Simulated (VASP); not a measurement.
Write the native input for VASP 6.6.1 that does the following.

- Task: single point
- Functional: PBE
- Potentials or basis: VASP PAW PBE potentials, release 64 (Li_sv, H)
- Cutoff: 520 eV
- k mesh: 12 × 12 × 6
- Occupations: fermi-dirac, width 0.02 eV
- Spin: no spin polarisation
- Dipole correction: no
- Further INCAR settings: ALGO = Normal; EDIFF = 1e-07; NBANDS = 12

The structure of LiH lies in POSCAR:

```
LiH
1.0
    3.2454110982      0.0000000000      0.0000000000
   -1.6227055491      2.8196312768      0.0000000000
    0.0000000000      0.0000000000      4.0684421498
Li H
2 2
Direct
    0.3334186514      0.6668373028     -0.0625000000
    0.6665813486      0.3331626972      0.4375000000
    0.3336502114      0.6673004228      0.4375000000
    0.6663497886      0.3326995772      0.9375000000
```

This cell differs from its parent crystal: uniaxial x strain -0.3%.

One way to write it, as run:

INCAR

```
PREC     = Accurate       # precision mode
ENCUT    = 520            # plane-wave cutoff, eV
EDIFF    = 1E-7           # SCF threshold, eV
ISMEAR   = -1             # smearing method
SIGMA    = 0.02           # smearing width, eV
LREAL    = F              # projectors in reciprocal space
LASPH    = T              # aspherical terms in the spheres
NELM     = 100            # most SCF steps
ALGO     = Normal         # electronic algorithm
ISIF     = 2              # what is computed and relaxed
LWAVE    = F              # write WAVECAR
LCHARG   = F              # write CHGCAR
GGA      = PE             # functional
NBANDS   = 12             # bands
```

KPOINTS

```
Automatic mesh
0
Gamma
  12 12 6
```

Potentials or basis: VASP PAW PBE potentials, release 64 (Li_sv, H).

The run is started by

```console
$ cat potpaw_PBE.64/Li_sv/POTCAR potpaw_PBE.64/H/POTCAR > POTCAR
$ mpirun -np 1 vasp_std > vasp.out
```

It gave:

- Band gap on the k mesh: 1.84 eV, indirect (least direct gap 3.06 eV)

Caveat: the cell differs from its parent crystal (uniaxial x strain -0.3%).

Run time: 68 s on 1 thread of AMD EPYC 9755 128-Core Processor, on a shared host, peak memory 0.14 GiB.
